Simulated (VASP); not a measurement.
# SnSe2 in VASP: single point with PBE+D4

Aim: the single point of SnSe2 with PBE+D4.

Program: VASP 6.6.1. These are calculated values, not measurements. Logs are shortened: lines on timing, memory, paths and dates and some standing lists are left out, and cuts for length are marked.

## (1) The cell of the first run

The cell holds a sheet with vacuum, 3 atoms: a = 3.819 Å, b = 3.819 Å, c = 30.160 Å, α = 90.00°, β = 90.00°, γ = 120.00°.

## (2) Single point, PBE+D4

File INCAR:

```
SYSTEM = SnSe2
PREC     = Accurate       ! precision mode
ENCUT    = 400            ! plane-wave cutoff, eV
EDIFF    = 1E-6           ! SCF threshold, eV
ISMEAR   = 0              ! smearing method
SIGMA    = 0.03           ! smearing width, eV
LREAL    = .FALSE.        ! projectors in reciprocal space
LASPH    = .TRUE.         ! aspherical terms in the spheres
NELM     = 120            ! most SCF steps
ALGO     = Normal         ! electronic algorithm
ISIF     = 2              ! what is computed and relaxed
LWAVE    = .FALSE.        ! write WAVECAR
LCHARG   = .FALSE.        ! write CHGCAR
LDIPOL   = .TRUE.       
IDIPOL   = 3            
DIPOL    = 0.5 0.5 0.285
GGA      = PE             ! functional
IVDW     = 13             ! dispersion correction
NBANDS   = 20             ! bands
GGA_COMPAT= .FALSE.      
NELMDL   = -8
```

File KPOINTS:

```
Automatic mesh
0
G
  12 12 1
  0 0 0
```

File POSCAR:

```
SnSe2
1.0
    3.8187378367      0.0000000000      0.0000000000
   -1.9093689184      3.3071239770      0.0000000000
    0.0000000000      0.0000000000     30.1599999976
Se Sn
2 1
Direct
    0.3333333333      0.6666666667      0.2317563857
    0.6666666667      0.3333333333      0.3378722616
    0.0000000000      0.0000000000      0.2848143236
```

Potentials or basis: VASP PAW PBE potentials, release 64 (Se, Sn_d).

Started as:

```sh
cat potpaw_PBE.64/Se/POTCAR potpaw_PBE.64/Sn_d/POTCAR > POTCAR
mpirun -np 1 vasp_std > vasp.out
```

OUTCAR:

```text
SYSTEM = SnSe2
   PREC = Accurate
   ENCUT = 400
   EDIFF = 1E-6
   ISMEAR = 0
   LREAL = .FALSE.
   LASPH = .TRUE.
   NELM = 120
   ISIF = 2
   GGA = PE
   IVDW = 13
   NELMDL = -8

 ion  position               nearest neighbor table
   1  0.333  0.667  0.232-   3 2.72   3 2.72   3 2.72
   2  0.667  0.333  0.338-   3 2.72   3 2.72   3 2.72
   3  0.000  0.000  0.285-   1 2.72   1 2.72   1 2.72   2 2.72   2 2.72   2 2.72

  LATTYP: Found a hexagonal cell.
 ALAT       =     3.8187378367
 C/A-ratio  =     7.8978974958

  Lattice vectors:

 A1 = (   3.8187378367,   0.0000000000,   0.0000000000)
 A2 = (  -1.9093689184,   3.3071239770,   0.0000000000)
 A3 = (   0.0000000000,   0.0000000000,  30.1599999976)

Analysis of symmetry for initial positions (statically):
=====================================================================
 Subroutine PRICEL returns:
 Original cell was already a primitive cell.

 Routine SETGRP: Setting up the symmetry group for a
 hexagonal supercell.

 Subroutine GETGRP returns: Found 12 space group operations
 (whereof  6 operations were pure point group operations)
 out of a pool of 24 trial point group operations.

The static configuration has the point symmetry C_3v.
 The point group associated with its full space group is D_3d.

Analysis of symmetry for dynamics (positions and initial velocities):
=====================================================================
 Subroutine PRICEL returns:
 Original cell was already a primitive cell.

 Routine SETGRP: Setting up the symmetry group for a
 hexagonal supercell.

 Subroutine GETGRP returns: Found 12 space group operations
 (whereof  6 operations were pure point group operations)
 out of a pool of 24 trial point group operations.

The dynamic configuration has the point symmetry C_3v.
 The point group associated with its full space group is D_3d.

 Subroutine INISYM returns: Found 12 space group operations
 (whereof  6 operations are pure point group operations),
 and found     1 'primitive' translations

----------------------------------------------------------------------------------------

                                     Primitive cell

  volume of cell :     380.8918

  direct lattice vectors                    reciprocal lattice vectors
     3.818737837  0.000000000  0.000000000     0.261866628  0.151188768  0.000000000
    -1.909368918  3.307123977  0.000000000     0.000000000  0.302377536  0.000000000
     0.000000000  0.000000000 30.159999998     0.000000000  0.000000000  0.033156499

  length of vectors
     3.818737837  3.818737837 30.159999998     0.302377536  0.302377536  0.033156499

  position of ions in fractional coordinates (direct lattice)
     0.333333333  0.666666667  0.231756386
     0.666666667  0.333333333  0.337872262
     0.000000000  0.000000000  0.284814324

  ion indices of the primitive-cell ions
   primitive index   ion index
                 1           1
                 2           2
                 3           3

----------------------------------------------------------------------------------------

 KPOINTS: Automatic mesh

Automatic generation of k-mesh.
 Grid dimensions read from file:
 generate k-points for:   12   12    1

 Generating k-lattice:

  Cartesian coordinates                     Fractional coordinates (reciprocal lattice)
     0.021822219  0.012599064  0.000000000     0.083333333  0.000000000  0.000000000
     0.000000000  0.025198128  0.000000000     0.000000000  0.083333333  0.000000000
     0.000000000  0.000000000  0.033156499     0.000000000  0.000000000  1.000000000

  Length of vectors
     0.025198128  0.025198128  0.033156499

  Shift w.r.t. Gamma in fractional coordinates (k-lattice)
     0.000000000  0.000000000  0.000000000

 Subroutine IBZKPT returns following result:
 ===========================================

 Found     19 irreducible k-points:

 Following reciprocal coordinates:
            Coordinates               Weight
  0.000000  0.000000  0.000000      1.000000
  0.083333 -0.000000  0.000000      6.000000
  0.166667  0.000000  0.000000      6.000000
  0.250000  0.000000  0.000000      6.000000
  0.333333  0.000000  0.000000      6.000000
  0.416667  0.000000  0.000000      6.000000
[... 11 lines left out ...]
  0.333333  0.250000  0.000000     12.000000
  0.333333  0.333333  0.000000      2.000000
   k-points           NKPTS =     19   k-points in BZ     NKDIM =     19   number of bands    NBANDS=     20
   number of dos      NEDOS =    301   number of ions     NIONS =      3
   total plane-waves  NPLWV = 156800
   dimension x,y,z NGX =    28 NGY =   28 NGZ =  200
   dimension x,y,z NGXF=    56 NGYF=   56 NGZF=  400
   ions per type =               2   1
   NGX,Y,Z   is equivalent  to a cutoff of  12.19, 12.19, 11.02 a.u.
   NGXF,Y,Z  is equivalent  to a cutoff of  24.38, 24.38, 22.05 a.u.
 SYSTEM =  SnSe2
   PREC   = accura    normal or accurate (medium, high low for compatibility)
   ISTART =      0    job   : 0-new  1-cont  2-samecut
   ICHARG =      2    charge: 1-file 2-atom 10-const
   ISPIN  =      1    spin polarized calculation?
   LNONCOLLINEAR =      F non collinear calculations
   LSORBIT =      F    spin-orbit coupling
   LASPH  =      T    aspherical Exc in radial PAW
   ENCUT  =  400.0 eV  29.40 Ry    5.42 a.u.   6.23  6.23 49.18*2*pi/ulx,y,z
   NELM   =    120;   NELMIN=  2; NELMDL= -8     # of ELM steps
   EDIFF  = 0.1E-05   stopping-criterion for ELM
   LREAL  =      F    real-space projection
   EDIFFG = 0.1E-04   stopping-criterion for IOM
   NSW    =      0    number of steps for IOM
   IBRION =     -1    ionic relax: 0-MD 1-quasi-New 2-CG
   NFREE  =      0    steps in history (QN), initial steepest desc. (CG)
   ISIF   =      2    stress and relaxation
   ISYM   =      2    0-nonsym 1-usesym 2-fastsym
   POTIM  = 0.5000    time-step for ionic-motion
   TEBEG  =    0.0;   TEEND  =   0.0 temperature during run
   PSTRESS=    0.0 pullay stress
   NELECT =      26.0000    total number of electrons
   NUPDOWN=      -1.0000    fix difference up-down
   EMIN   =  10.00;   EMAX   =-10.00  energy-range for DOS
   EFERMI =   0.00;   METHOD = LEGACY
   ISMEAR =     0;   SIGMA  =   0.03  broadening in eV -4-tet -1-fermi 0-gaus
   EFERMI_NEDOS =   21; number of points for ismear=-14 and -15
   IALGO  =     38    algorithm
   IMIX   =      4    mixing-type and parameters
     AMIX     =   0.40;   BMIX     =  1.00
     AMIX_MAG =   1.60;   BMIX_MAG =  1.00
  volume/ion in A,a.u.               =     126.96       856.79
  Fermi-wavevector in a.u.,A,eV,Ry     =   0.669061  1.264341  6.090539  0.447642
  Thomas-Fermi vector in A             =   1.744161
   LORBIT       =      0    0 simple, 1 ext, 2 COOP (PROOUT), +10 PAW based schemes
   GGA     = PE    functional components
   LHFCALC =     F    Hartree Fock is set to
   AEXX    =    0.0000 exact exchange contribution
   IVDW    =    13    specifies the selected vdW correction
   LEPSILON=     F    determine dielectric tensor
   LRPA    =     F    only Hartree local field effects (RPA)
 non-spin polarized calculation
 Gauss-broadening in eV      SIGMA  =   0.03
  energy-cutoff  :      400.00
  volume of cell :      380.89
 maximum number of plane-waves:      6947
 NGX is ok and might be reduce to    28
   NGX = 13   NGY = 13   NGZ = 99

 dipolmoment           0.000000      0.000000     -0.000005 electrons x Angstroem

 number of electron      26.0000009 magnetization

 dipolmoment           0.000000      0.000000      0.000005 electrons x Angstroem

 Free energy of the ion-electron system (eV)
  ---------------------------------------------------
  ext. energy  EPLUGINS =         0.00000000
  ---------------------------------------------------
  free energy    TOTEN  =       -11.85178625 eV

  energy without entropy =      -11.85178625  energy(sigma->0) =      -11.85178625

 E-fermi :  -3.7595     XC(G=0):  -2.2959

 val. band max:       -3.9256283964   @ k =   0.0833  -0.0000   0.0000
 cond. band min:      -3.1510588483   @ k =   0.5000   0.0000   0.0000
 fundamental gap:      0.7745695481
 Fermi energy:        -3.7594697462

 k-point     1 :       0.0000    0.0000    0.0000
  band No.  band energies     occupation
      1     -25.0897      2.00000
      2     -25.0897      2.00000
      3     -25.0495      2.00000
      4     -25.0400      2.00000
      5     -25.0400      2.00000
      6     -17.4536      2.00000
[... 12 lines left out ...]
     19       1.6705      0.00000
     20       2.1125      0.00000

 k-point     2 :       0.0833   -0.0000    0.0000
  band No.  band energies     occupation
      1     -25.0921      2.00000
      2     -25.0869      2.00000
      3     -25.0477      2.00000
      4     -25.0419      2.00000
      5     -25.0400      2.00000
      6     -17.3868      2.00000
[... 12 lines left out ...]
     19       1.8341      0.00000
     20       2.2208      0.00000

 k-point     3 :       0.1667    0.0000    0.0000
  band No.  band energies     occupation
      1     -25.0997      2.00000
      2     -25.0799      2.00000
      3     -25.0477      2.00000
      4     -25.0414      2.00000
      5     -25.0394      2.00000
      6     -17.1915      2.00000
[... 12 lines left out ...]
     19       2.2324      0.00000
     20       2.5304      0.00000

 k-point     4 :       0.2500    0.0000    0.0000
  band No.  band energies     occupation
      1     -25.1114      2.00000
      2     -25.0720      2.00000
      3     -25.0537      2.00000
      4     -25.0368      2.00000
      5     -25.0333      2.00000
      6     -16.8849      2.00000
[... 12 lines left out ...]
     19       2.7566      0.00000
     20       2.8926      0.00000

 k-point     5 :       0.3333    0.0000    0.0000
  band No.  band energies     occupation
      1     -25.1240      2.00000
      2     -25.0670      2.00000
      3     -25.0592      2.00000
      4     -25.0314      2.00000
      5     -25.0249      2.00000
      6     -16.5050      2.00000
[... 12 lines left out ...]
     19       2.9647      0.00000
     20       3.3868      0.00000

 k-point     6 :       0.4167    0.0000    0.0000
  band No.  band energies     occupation
      1     -25.1335      2.00000
      2     -25.0652      2.00000
      3     -25.0629      2.00000
      4     -25.0255      2.00000
      5     -25.0187      2.00000
      6     -16.1303      2.00000
[... 12 lines left out ...]
     19       3.6822      0.00000
     20       4.1395      0.00000

 k-point     7 :       0.5000    0.0000    0.0000
  band No.  band energies     occupation
      1     -25.1371      2.00000
      2     -25.0648      2.00000
      3     -25.0642      2.00000
      4     -25.0231      2.00000
      5     -25.0164      2.00000
      6     -15.9369      2.00000
[... 12 lines left out ...]
     19       4.5853      0.00000
     20       4.6546      0.00000
[... 162 lines left out ...]
 k-point    15 :       0.3333    0.1667    0.0000
  band No.  band energies     occupation
      1     -25.1232      2.00000
      2     -25.0761      2.00000
      3     -25.0565      2.00000
      4     -25.0325      2.00000
      5     -25.0176      2.00000
      6     -16.0002      2.00000
[... 12 lines left out ...]
     19       3.9648      0.00000
     20       4.3902      0.00000

 k-point    16 :       0.4167    0.1667    0.0000
  band No.  band energies     occupation
      1     -25.1252      2.00000
      2     -25.0765      2.00000
      3     -25.0572      2.00000
      4     -25.0293      2.00000
      5     -25.0175      2.00000
      6     -15.8161      2.00000
[... 12 lines left out ...]
     19       4.7896      0.00000
     20       4.8403      0.00000

 k-point    17 :       0.2500    0.2500    0.0000
  band No.  band energies     occupation
      1     -25.1165      2.00000
      2     -25.0821      2.00000
      3     -25.0520      2.00000
      4     -25.0378      2.00000
      5     -25.0177      2.00000
      6     -16.0181      2.00000
[... 12 lines left out ...]
     19       3.5659      0.00000
     20       4.0224      0.00000

 k-point    18 :       0.3333    0.2500    0.0000
  band No.  band energies     occupation
      1     -25.1140      2.00000
      2     -25.0877      2.00000
      3     -25.0500      2.00000
      4     -25.0360      2.00000
      5     -25.0183      2.00000
      6     -15.7453      2.00000
[... 12 lines left out ...]
     19       4.5354      0.00000
     20       4.6558      0.00000

 k-point    19 :       0.3333    0.3333    0.0000
  band No.  band energies     occupation
      1     -25.1012      2.00000
      2     -25.1012      2.00000
      3     -25.0422      2.00000
      4     -25.0422      2.00000
      5     -25.0191      2.00000
      6     -15.5655      2.00000
[... 12 lines left out ...]
     19       4.8075      0.00000
     20       4.8085      0.00000

------------------------ aborting loop because EDIFF is reached ----------------------------------------

 vacuum level on the upper side and lower side of the slab       (xc-potential included)        -0.005        -0.005

  DFT-D4 for vdW energy calculation

  Edisp (eV):   -0.88099

  FORCE on cell =-STRESS in cart. coord.  units (eV):
  Direction    XX          YY          ZZ          XY          YZ          ZX
  --------------------------------------------------------------------------------------
  -------------------------------------------------------------------------------------
  Total       0.00319     0.00319     0.01103    -0.00000     0.00000    -0.00000
  in kB       0.01340     0.01340     0.04640    -0.00000     0.00000    -0.00000
  external pressure =        0.02 kB  Pullay stress =        0.00 kB

 VOLUME and BASIS-vectors are now :
 -----------------------------------------------------------------------------
  energy-cutoff  :      400.00
  volume of cell :      380.89
      direct lattice vectors                 reciprocal lattice vectors
     3.818737837  0.000000000  0.000000000     0.261866628  0.151188768  0.000000000
    -1.909368918  3.307123977  0.000000000     0.000000000  0.302377536  0.000000000
     0.000000000  0.000000000 30.159999998     0.000000000  0.000000000  0.033156499

 POSITION                                       TOTAL-FORCE (eV/Angst)
 -----------------------------------------------------------------------------------
     -0.00000      2.20475      6.98977        -0.000000     -0.000000     -0.007219
      1.90937      1.10237     10.19023         0.000000      0.000000      0.007219
      0.00000      0.00000      8.59000         0.000000      0.000000     -0.000000
 -----------------------------------------------------------------------------------
    total drift:                                0.000000      0.000000      0.000173

  FREE ENERGIE OF THE ION-ELECTRON SYSTEM (eV)
  ---------------------------------------------------
  free  energy   TOTEN  =       -12.7327727594 eV

  energy  without entropy=      -12.7327727594  energy(sigma->0) =      -12.73277276

 vacuum level on the upper side and lower side of the slab         2.032         2.032
```

It took 6.7 min on 1 thread of AMD EPYC 7R43 (Zen 3), shared host; peak memory 0.36 GiB.

Results:

* Free energy: -12.7328 eV
* Largest force: 0.007 eV/Å
* Band gap on the k mesh: 0.77 eV (least direct gap 1.12 eV)
* Dispersion energy per atom: -0.294 eV

Forces on the atoms (eV/Å):
```
Se   0.000  0.000 -0.007
Se   0.000  0.000  0.007
Sn   0.000  0.000  0.000
```

Caveat: spin-orbit coupling is left out, which moves the levels of the heavy elements.
